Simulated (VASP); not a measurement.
Crystal: Na4AlO.

```
Na Al O
1.0
     4.01873    0.00000    0.00000
    -1.36872    4.39654    0.00000
    -1.49158   -1.73278    6.85603
Na Al O
4 1 1
Direct
  0.68230 0.23842 0.76617
  0.31770 0.76158 0.23383
  0.27660 0.29941 0.53102
  0.72340 0.70059 0.46898
  0.50000 0.00000 0.00000
  0.50000 0.50000 0.00000
```

The cell was generated, and may not be a known phase.

- Program: VASP 6.6.1
- Task: relaxation of cell and atoms
- Functional: PBE
- Potentials or basis: VASP PAW PBE potentials, release 64 (Na_pv, Al, O)
- Cutoff: 600 eV
- k mesh: 4 × 4 × 3
- Occupations: gaussian, width 0.2 eV
- Spin: no spin polarisation

At the start: pressure 7.7 GPa; volume 20.19 Å³/atom.

Question: How do energy, volume and symmetry change on relaxing?

Answer: Over 30 steps the energy falls by 928.7 meV/atom and the volume is 23.18 Å³/atom (+14.8 %); space group P-1 (No. 2, to 0.1 Å) before and after.

The path:
```
step  energy change (eV)  largest force (eV/Å)  pressure (GPa)  volume (Å³)
   1              0.0000                2.4713            7.75       121.14
   2             -2.4545                1.4354            1.04       138.02
   3             -3.0265                1.3442           -1.21       148.38
   4             -2.9311                1.3056           -3.66       168.28
   5             -3.1418                1.3355           -2.38       155.98
   6             -3.6791                1.0817           -1.95       149.18
   7             -4.2630                0.6263           -0.24       137.39
   8             -2.6169                2.5420           13.61       111.73
   9             -4.3148                0.7107            0.57       134.03
  10             -4.3237                0.8522            1.43       131.12
  11             -4.6370                0.8558            1.53       133.90
  12             -4.7510                0.8161            2.52       136.69
  13             -4.9710                0.4234           -0.96       154.16
  14             -4.9710                0.4253           -0.94       154.06
  15             -5.0939                0.3828           -0.59       152.33
  16             -5.2038                0.5261            0.26       148.84
  17             -5.3177                0.4048           -0.55       149.75
  18             -5.3584                0.2733           -1.26       150.54
  19             -5.4213                0.2430           -0.54       145.40
  20             -5.4336                0.2555            0.07       141.97
  21             -5.4670                0.2157            0.14       141.88
  22             -5.5065                0.1301            0.45       141.46
  23             -5.5222                0.1239           -0.50       144.61
  24             -5.5222                0.1245           -0.43       144.45
  25             -5.5392                0.0979           -0.33       143.17
  26             -5.5572                0.1044           -0.08       140.88
  27             -5.5312                0.3021            0.61       136.13
  28             -5.5591                0.1335            0.03       139.97
  29             -5.5701                0.0833            0.03       139.47
  30             -5.5724                0.0508            0.05       139.08
```

Final structure:
```
CELL_PARAMETERS angstrom
4.01463 0.68376 0.09916
-0.62623 3.57667 -0.86360
-1.65252 -2.52093 9.88014
ATOMIC_POSITIONS crystal
Na 0.91839 0.27741 0.83314
Na 0.08161 0.72259 0.16686
Na 0.30328 0.42285 0.60843
Na 0.69672 0.57715 0.39157
Al 0.50000 0.00000 0.00000
O 0.50000 0.50000 0.00000
```

Caveat: the k points lie up to 0.42 Å⁻¹ apart in the final cell, too coarse for converged energies and pressures of a metal; a cell axis changed by over 15 % at a fixed basis, so the end point is rough; the relaxation stopped at a loose force limit of 0.08 eV/Å, so its end isn't a converged minimum.
